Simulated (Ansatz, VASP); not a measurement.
# SiC in VASP and in Ansatz

```
CELL_PARAMETERS angstrom
0.00000 2.15054 2.15054
2.15054 0.00000 2.15054
2.15054 2.15054 0.00000
ATOMIC_POSITIONS crystal
Si 0.00000 0.00000 0.00000
C 0.25000 0.25000 0.25000
```

Alike in both runs: task single point; functional PBEsol; k mesh 10 × 10 × 10; no spin polarisation.

```csv
,VASP,Ansatz
version,VASP 6.6.1,Ansatz 0.2.0
potentials or method,"VASP PAW PBE potentials, release 64 (Si, C), cutoff 600 eV","scalar-relativistic, plane waves, PAW"
occupations,"gaussian, width 0.01 eV",fixed
valence electrons in the cell,8,8
```

```tsv
	VASP	Ansatz	Ansatz less VASP
gap on the k mesh at the Fermi level (eV)	1.20	1.21	+0.010
least direct gap on the mesh (eV)	4.48	4.49	+0.010
pressure (GPa)	9.5	9.2	-0.26
```

VASP's potentials were made for PBE, not for PBEsol.
